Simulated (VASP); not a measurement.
Write the native input for VASP 6.6.1 that does the following.

```yaml
Task: relaxation of cell and atoms
Functional: PBEsol
Potentials_or_basis: VASP PAW PBE potentials, release 64 (Cd, S)
Cutoff: 500 eV
k_mesh: 12 × 12 × 12
Occupations: gaussian, width 0.01 eV
Spin: no spin polarisation
Dipole_correction: no
Further_INCAR_settings: ALGO = Normal; EDIFF = 1e-07; IBRION = 2; EDIFFG = -0.002; NSW = 100; ISIF = 3
```

The structure of CdS (sol) lies in POSCAR:

```
CdS
1.0
    0.0000000000      2.7532440000      2.7532440000
    2.7532440000      0.0000000000      2.7532440000
    2.7532440000      2.7532440000      0.0000000000
Cd S
1 1
Direct
    0.0000000000      0.0000000000      0.0000000000
    0.5000000000      0.5000000000      0.5000000000
```

One way to write it, as run:

INCAR

```
SYSTEM = CdS
PREC = Accurate
ENCUT = 500
EDIFF = 1E-7
ISMEAR = 0
SIGMA = 0.01
LREAL = .False.
LASPH = .True.
NELM = 120
ALGO = Normal
ISIF = 3
LWAVE = .False.
LCHARG = .False.
GGA = PS
IBRION = 2
NSW = 100
EDIFFG = -0.002
GGA_COMPAT = .False.
NELMIN = 4
```

KPOINTS

```
Automatic mesh
0
Gamma
  12 12 12
  0 0 0
```

Potentials or basis: VASP PAW PBE potentials, release 64 (Cd, S).

Launch:

```bash
$ cat potpaw_PBE.64/Cd/POTCAR potpaw_PBE.64/S/POTCAR > POTCAR
$ mpirun -np 1 vasp_std > vasp.out
```

Results of the run:

```
Relaxed volume                         : 19.78 Å³/atom
Relaxed cell                           : a = 3.825 Å, b = 3.825 Å, c = 3.825 Å, α = 60.00°, β = 60.00°, γ = 60.00°
Space group after relaxing (to 0.05 Å) : Fm-3m (No. 225)
Energy gained by relaxing              : 14.2 meV/atom
Ionic steps                            : 3
Pressure after relaxing                : 0.0 GPa
Band gap on the k mesh                 : 0.12 eV, indirect (least direct gap 1.77 eV)
```

Caveat: the PAW data sets were made with another functional, which shifts forces and pressure a little.

Wall time 80 s on 1 thread of Intel(R) Xeon(R) Platinum 8259CL CPU @ 2.50GHz (Skylake/Cascade Lake), on a shared host, peak memory 0.18 GiB.
